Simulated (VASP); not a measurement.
# ZnF2 (P4_2/mnm) in VASP: single point with PBE-based global hybrid

Aim: the single point of ZnF2 with PBE-based global hybrid.

Program: VASP 6.6.1. These are calculated values, not measurements. Logs are shortened: lines on timing, memory, paths and dates and some standing lists are left out, and cuts for length are marked.

**1. The cell of the first run**

Symmetry: P4_2/mnm, No. 136, tetragonal system. The conventional cell has a = 4.695 Å, b = 4.695 Å, c = 3.146 Å, α = 90.00°, β = 90.00°, γ = 90.00°. Zn (site symmetry mmm) has 6 F at 2.01 to 2.05 Å within 2.7 Å. F (site symmetry m2m) has 3 Zn at 2.01 to 2.05 Å and 1 F at 2.62 Å within 2.7 Å.

**2. Single point, PBE-based global hybrid**

POSCAR reads:

```
ZnF2
1.0
    4.6945138502      0.0000000000      0.0000000000
    0.0000000000      4.6945138502      0.0000000000
    0.0000000000      0.0000000000      3.1460092533
Zn F
2 4
Direct
    0.0000000000      0.0000000000      0.0000000000
    0.5000000000      0.5000000000      0.5000000000
    0.3027439746      0.3027439746      0.0000000000
    0.1972560254      0.8027439746      0.5000000000
    0.6972560254      0.6972560254      0.0000000000
    0.8027439746      0.1972560254      0.5000000000
```

INCAR.step1 reads:

```
PREC     = Accurate       # precision mode
ENCUT    = 520            # plane-wave cutoff, eV
EDIFF    = 1E-5           # SCF threshold, eV
ISMEAR   = 0              # smearing method
SIGMA    = 0.05           # smearing width, eV
LREAL    = F              # projectors in reciprocal space
LASPH    = T              # aspherical terms in the spheres
NELM     = 120            # most SCF steps
ALGO     = Normal         # electronic algorithm
ISIF     = 2              # what is computed and relaxed
LWAVE    = T              # write WAVECAR
LCHARG   = F              # write CHGCAR
GGA      = PE             # functional
NBANDS   = 35             # bands
GGA_COMPAT= F            
KPAR     = 4
```

INCAR.step2 reads:

```
PREC     = Accurate       # precision mode
ENCUT    = 520            # plane-wave cutoff, eV
EDIFF    = 1E-6           # SCF threshold, eV
ISMEAR   = 0              # smearing method
SIGMA    = 0.05           # smearing width, eV
LREAL    = F              # projectors in reciprocal space
LASPH    = T              # aspherical terms in the spheres
NELM     = 120            # most SCF steps
ALGO     = Normal         # electronic algorithm
ISIF     = 2              # what is computed and relaxed
LWAVE    = F              # write WAVECAR
LCHARG   = F              # write CHGCAR
GGA      = PE             # functional
LHFCALC  = T              # exact exchange
AEXX     = 0.5            # exact-exchange fraction
PRECFOCK = Normal       
ISTART   = 1            
NBANDS   = 35             # bands
GGA_COMPAT= F            
KPAR     = 4
```

KPOINTS reads:

```
Automatic mesh
0
Gamma
  4 4 4
```

Potentials or basis: VASP PAW PBE potentials, release 64 (Zn, F).

On the command line:

```console
> cat potpaw_PBE.64/Zn/POTCAR potpaw_PBE.64/F/POTCAR > POTCAR
> cp INCAR.step1 INCAR
> mpirun -np 4 vasp_std > vasp.out
> cp INCAR.step2 INCAR
> mpirun -np 4 vasp_std > vasp.out
```

OUTCAR:

```text
PREC = Accurate
   ENCUT = 520
   EDIFF = 1E-6
   ISMEAR = 0
   LREAL = F
   LASPH = T
   NELM = 120
   ISIF = 2
   GGA = PE
   LHFCALC = T
   AEXX = 0.5
   PRECFOCK = Normal
   ISTART = 1

 ion  position               nearest neighbor table
   1  0.000  0.000  0.000-   3 2.01   5 2.01   4 2.05   6 2.05   4 2.05   6 2.05
   2  0.500  0.500  0.500-   4 2.01   6 2.01   5 2.05   3 2.05   3 2.05   5 2.05
   3  0.303  0.303  0.000-   1 2.01   2 2.05   2 2.05
   4  0.197  0.803  0.500-   2 2.01   1 2.05   1 2.05
   5  0.697  0.697  0.000-   1 2.01   2 2.05   2 2.05
   6  0.803  0.197  0.500-   2 2.01   1 2.05   1 2.05

  LATTYP: Found a simple tetragonal cell.
 ALAT       =     4.6945138502
 C/A-ratio  =     0.6701459094

  Lattice vectors:

 A1 = (   4.6945138502,   0.0000000000,   0.0000000000)
 A2 = (   0.0000000000,   4.6945138502,   0.0000000000)
 A3 = (   0.0000000000,   0.0000000000,   3.1460092533)

Analysis of symmetry for initial positions (statically):
=====================================================================
 Subroutine PRICEL returns:
 Original cell was already a primitive cell.

 Routine SETGRP: Setting up the symmetry group for a
 simple tetragonal supercell.

 Subroutine GETGRP returns: Found 16 space group operations
 (whereof  8 operations were pure point group operations)
 out of a pool of 16 trial point group operations.

The static configuration has the point symmetry D_2h.
 The point group associated with its full space group is D_4h.

Analysis of symmetry for dynamics (positions and initial velocities):
=====================================================================
 Subroutine PRICEL returns:
 Original cell was already a primitive cell.

 Routine SETGRP: Setting up the symmetry group for a
 simple tetragonal supercell.

 Subroutine GETGRP returns: Found 16 space group operations
 (whereof  8 operations were pure point group operations)
 out of a pool of 16 trial point group operations.

The dynamic configuration has the point symmetry D_2h.
 The point group associated with its full space group is D_4h.

 Subroutine INISYM returns: Found 16 space group operations
 (whereof  8 operations are pure point group operations),
 and found     1 'primitive' translations

----------------------------------------------------------------------------------------

                                     Primitive cell

  volume of cell :      69.3332

  direct lattice vectors                    reciprocal lattice vectors
     4.694513850  0.000000000  0.000000000     0.213014602  0.000000000  0.000000000
     0.000000000  4.694513850  0.000000000     0.000000000  0.213014602  0.000000000
     0.000000000  0.000000000  3.146009253     0.000000000  0.000000000  0.317863019

  length of vectors
     4.694513850  4.694513850  3.146009253     0.213014602  0.213014602  0.317863019

  position of ions in fractional coordinates (direct lattice)
     0.000000000  0.000000000  0.000000000
     0.500000000  0.500000000  0.500000000
     0.302743975  0.302743975  0.000000000
     0.197256025  0.802743975  0.500000000
     0.697256025  0.697256025  0.000000000
     0.802743975  0.197256025  0.500000000

  ion indices of the primitive-cell ions
   primitive index   ion index
                 1           1
                 2           2
                 3           3
                 4           4
                 5           5
                 6           6

----------------------------------------------------------------------------------------

 KPOINTS: Automatic mesh

Automatic generation of k-mesh.
 Grid dimensions read from file:
 generate k-points for:    4    4    4

 Generating k-lattice:

  Cartesian coordinates                     Fractional coordinates (reciprocal lattice)
     0.053253651  0.000000000  0.000000000     0.250000000  0.000000000  0.000000000
     0.000000000  0.053253651  0.000000000     0.000000000  0.250000000  0.000000000
     0.000000000  0.000000000  0.079465755     0.000000000  0.000000000  0.250000000

  Length of vectors
     0.053253651  0.053253651  0.079465755

  Shift w.r.t. Gamma in fractional coordinates (k-lattice)
     0.000000000  0.000000000  0.000000000

 Subroutine IBZKPT returns following result:
 ===========================================

 Found     18 irreducible k-points:

 Following reciprocal coordinates:
            Coordinates               Weight
  0.000000  0.000000  0.000000      1.000000
  0.250000  0.000000  0.000000      4.000000
  0.500000  0.000000  0.000000      2.000000
  0.250000  0.250000  0.000000      4.000000
  0.500000  0.250000  0.000000      4.000000
  0.500000  0.500000  0.000000      1.000000
[... 10 lines left out ...]
  0.500000  0.250000  0.500000      4.000000
  0.500000  0.500000  0.500000      1.000000
   k-points           NKPTS =     18   k-points in BZ     NKDIM =     64   number of bands    NBANDS=     35
   number of dos      NEDOS =    301   number of ions     NIONS =      6
   total plane-waves  NPLWV =  31104
   dimension x,y,z NGX =    36 NGY =   36 NGZ =   24
   dimension x,y,z NGXF=    72 NGYF=   72 NGZF=   48
   ions per type =               2   4
   NGX,Y,Z   is equivalent  to a cutoff of  12.75, 12.75, 12.68 a.u.
   NGXF,Y,Z  is equivalent  to a cutoff of  25.50, 25.50, 25.36 a.u.
 SYSTEM =  unknown system
   PREC   = accura    normal or accurate (medium, high low for compatibility)
   ISTART =      1    job   : 0-new  1-cont  2-samecut
   ICHARG =      0    charge: 1-file 2-atom 10-const
   ISPIN  =      1    spin polarized calculation?
   LNONCOLLINEAR =      F non collinear calculations
   LSORBIT =      F    spin-orbit coupling
   LASPH  =      T    aspherical Exc in radial PAW
   ENCUT  =  520.0 eV  38.22 Ry    6.18 a.u.   8.73  8.73  5.85*2*pi/ulx,y,z
   NELM   =    120;   NELMIN=  2; NELMDL=  0     # of ELM steps
   EDIFF  = 0.1E-05   stopping-criterion for ELM
   LREAL  =      F    real-space projection
   EDIFFG = 0.1E-04   stopping-criterion for IOM
   NSW    =      0    number of steps for IOM
   IBRION =     -1    ionic relax: 0-MD 1-quasi-New 2-CG
   NFREE  =      0    steps in history (QN), initial steepest desc. (CG)
   ISIF   =      2    stress and relaxation
   ISYM   =      3    0-nonsym 1-usesym 2-fastsym
   POTIM  = 0.5000    time-step for ionic-motion
   TEBEG  =    0.0;   TEEND  =   0.0 temperature during run
   PSTRESS=    0.0 pullay stress
   NELECT =      52.0000    total number of electrons
   NUPDOWN=      -1.0000    fix difference up-down
   EMIN   =  10.00;   EMAX   =-10.00  energy-range for DOS
   EFERMI =   0.00;   METHOD = LEGACY
   ISMEAR =     0;   SIGMA  =   0.05  broadening in eV -4-tet -1-fermi 0-gaus
   EFERMI_NEDOS =   21; number of points for ismear=-14 and -15
   IALGO  =     38    algorithm
   IMIX   =      1    mixing-type and parameters
     AMIX     =   0.40;   BMIX     =  1.00
     AMIX_MAG =   1.60;   BMIX_MAG =  1.00
  volume/ion in A,a.u.               =      11.56        77.98
  Fermi-wavevector in a.u.,A,eV,Ry     =   1.487404  2.810785 30.101119  2.212370
  Thomas-Fermi vector in A             =   2.600569
   LORBIT       =      0    0 simple, 1 ext, 2 COOP (PROOUT), +10 PAW based schemes
   GGA     = PE    functional components
   LHFCALC =     T    Hartree Fock is set to
   PRECFOCK=normal    Normal, Fast or Accurate (Low or Medium for compatibility)
   ENCUT4O =  -1.0   cutoff for four orbital integrals eV
   NKREDX  =     1    reduce k-point grid by
   NKREDY  =     1    reduce k-point grid by
   NKREDZ  =     1    reduce k-point grid by
   AEXX    =    0.5000 exact exchange contribution
   HFSCREEN=    0.0000 screening length (either q_TF or 0.3 A-1)
   HFSCREENC=   0.0000 screening length for correlation (either q_TF or 0.3 A-1)
   ENCUTFOCK=  -1.0 apply spherical cutoff to Coloumb kernel
   IVDW    =     0    specifies the selected vdW correction
   LEPSILON=     F    determine dielectric tensor
   LRPA    =     F    only Hartree local field effects (RPA)
 non-spin polarized calculation
 Gauss-broadening in eV      SIGMA  =   0.05
  energy-cutoff  :      520.00
  volume of cell :       69.33
 maximum number of plane-waves:      1892
 NGX is ok and might be reduce to    36
  NGX = 28; NGY = 28; NGZ = 18

 number of electron      51.9999951 magnetization

 Free energy of the ion-electron system (eV)
  ---------------------------------------------------
  ext. energy  EPLUGINS =         0.00000000
  ---------------------------------------------------
  free energy    TOTEN  =       -41.10041926 eV

  energy without entropy =      -41.10041926  energy(sigma->0) =      -41.10041926

 E-fermi :  -5.3769     XC(G=0):  -5.7715

 val. band max:       -5.6600084359   @ k =   0.5000   0.0000   0.5000
 cond. band min:       4.4198944488   @ k =   0.0000   0.0000   0.0000
 fundamental gap:     10.0799028847
 Fermi energy:        -5.3769377072

 k-point     1 :       0.0000    0.0000    0.0000
  band No.  band energies     occupation
      1     -30.4222      2.00000
      2     -29.6086      2.00000
      3     -29.6086      2.00000
      4     -29.5712      2.00000
      5     -12.0687      2.00000
      6     -12.0031      2.00000
[... 27 lines left out ...]
     34      16.8537      0.00000
     35      16.8537      0.00000

 k-point     2 :       0.2500    0.0000    0.0000
  band No.  band energies     occupation
      1     -30.3226      2.00000
      2     -29.7847      2.00000
      3     -29.5890      2.00000
      4     -29.5258      2.00000
      5     -11.8345      2.00000
      6     -11.7738      2.00000
[... 27 lines left out ...]
     34      17.2053      0.00000
     35      17.3890      0.00000
[... 568 lines left out ...]
     34      14.8826      0.00000
     35      17.4603      0.00000

 k-point    18 :       0.5000    0.5000    0.5000
  band No.  band energies     occupation
      1     -29.7940      2.00000
      2     -29.7940      2.00000
      3     -29.6060      2.00000
      4     -29.6060      2.00000
      5     -11.3296      2.00000
      6     -11.3296      2.00000
[... 27 lines left out ...]
     34      13.8585      0.00000
     35      18.3632      0.00000

------------------------ aborting loop because EDIFF is reached ----------------------------------------

  FORCE on cell =-STRESS in cart. coord.  units (eV):
  Direction    XX          YY          ZZ          XY          YZ          ZX
  --------------------------------------------------------------------------------------
  -------------------------------------------------------------------------------------
  Total       -0.2622263     -0.2622263     -0.6668581      0.0000000      0.0000000      0.0000000
  in kB       -6.0596224     -6.0596224    -15.4100037      0.0000000      0.0000000      0.0000000
  external PRESSURE =      -9.1764162 kB  Pullay stress =       0.0000000 kB

 VOLUME and BASIS-vectors are now :
 -----------------------------------------------------------------------------
  energy-cutoff  :      520.00
  volume of cell :       69.33
      direct lattice vectors                 reciprocal lattice vectors
     4.694513850  0.000000000  0.000000000     0.213014602  0.000000000  0.000000000
     0.000000000  4.694513850  0.000000000     0.000000000  0.213014602  0.000000000
     0.000000000  0.000000000  3.146009253     0.000000000  0.000000000  0.317863019

 POSITION                                       TOTAL-FORCE (eV/Angst)
 -----------------------------------------------------------------------------------
      0.00000      0.00000      0.00000        -0.000000      0.000000      0.000000
      2.34726      2.34726      1.57300        -0.000000      0.000000      0.000000
      1.42124      1.42124      0.00000         0.051814      0.051814      0.000000
      0.92602      3.76849      1.57300        -0.051814      0.051814      0.000000
      3.27328      3.27328      0.00000        -0.051814     -0.051814      0.000000
      3.76849      0.92602      1.57300         0.051814     -0.051814      0.000000
 -----------------------------------------------------------------------------------
    total drift:                                0.000002      0.000002     -0.000000

  FREE ENERGIE OF THE ION-ELECTRON SYSTEM (eV)
  ---------------------------------------------------
  free  energy   TOTEN  =       -41.1004192613 eV

  energy  without entropy=      -41.1004192613  energy(sigma->0) =      -41.10041926
```

It took 37 min on 4 MPI ranks of Intel Xeon Platinum 8259CL at 2.50GHz (Skylake/Cascade Lake), shared host; peak memory 0.22 GiB.

What came out:

```yaml
Free_energy: -41.1004 eV
Pressure: -0.9 GPa
Largest_force: 0.073 eV/Å
Band_gap_on_the_k_mesh: 10.08 eV, indirect (least direct gap 10.14 eV)
```

Forces in eV/Å, atoms in the order of the input:
```
Zn   0.000  0.000  0.000
Zn   0.000  0.000  0.000
F    0.052  0.052  0.000
F   -0.052  0.052  0.000
F   -0.052 -0.052  0.000
F    0.052 -0.052  0.000
```

Stress tensor (GPa, compression positive):
```
-0.61  0.00  0.00
 0.00 -0.61  0.00
 0.00  0.00 -1.54
```

Levels at points of the mesh, in eV from the valence-band top:
```csv
k point,band 23,band 24,band 25,band 26,band 27,band 28,band 29,band 30
"(0.00, 0.00, 0.00)",-1.07,-0.42,-0.42,-0.06,10.08,16.25,16.25,16.73
"(0.50, 0.00, 0.00)",-0.62,-0.62,-0.48,-0.48,12.83,12.83,17.30,17.30
"(0.50, 0.50, 0.00)",-1.37,-1.37,-0.45,-0.45,14.04,14.04,15.69,15.69
"(0.00, 0.00, 0.50)",-1.54,-1.54,-1.36,-1.36,15.33,15.33,19.01,19.01
"(0.50, 0.00, 0.50)",-1.52,-1.52,0.00,0.00,16.12,16.12,17.05,17.05
"(0.50, 0.50, 0.50)",-1.35,-1.35,-0.86,-0.86,15.31,15.31,18.02,18.02
```

Caveat: the k points lie up to 0.50 Å⁻¹ apart; the PAW data sets were made with another functional, which shifts forces and pressure a little.
